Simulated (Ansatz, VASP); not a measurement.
Two plane-wave programs on Cd

```
Cd
1.0
     3.20383    0.00000    0.00000
    -1.60191    2.77460    0.00000
     0.00000    0.00000    5.09597
Cd
2
Cartesian
  0.0000 1.8497 1.2740
  1.6019 0.9249 3.8220
```

Change from the starting cell: volume scaled by 1, norm-conserving files.

Alike in both runs: task single point; functional PBE; k mesh 15 × 15 × 8; occupations fermi-dirac, width 0.08 eV; no spin polarisation.

|  | VASP | Ansatz |
| --- | --- | --- |
| version | VASP 6.6.1 | Ansatz 0.2.0 |
| potentials or method | VASP PAW PBE potentials, release 64 (Cd) | norm-conserving pseudopotentials, scalar-relativistic |
| plane-wave cutoff (eV) | 520 | 1071 |
| valence electrons in the cell | 24 | 40 |

```tsv
	VASP	Ansatz	Ansatz less VASP
pressure (GPa)	0.2	0.0	-0.22
```

The functional is the same, so the differences come from potentials, cutoffs and numerics. VASP's potentials hold 24 valence electrons a cell and Ansatz's 40, so a difference there can come from the potentials and not from the codes.
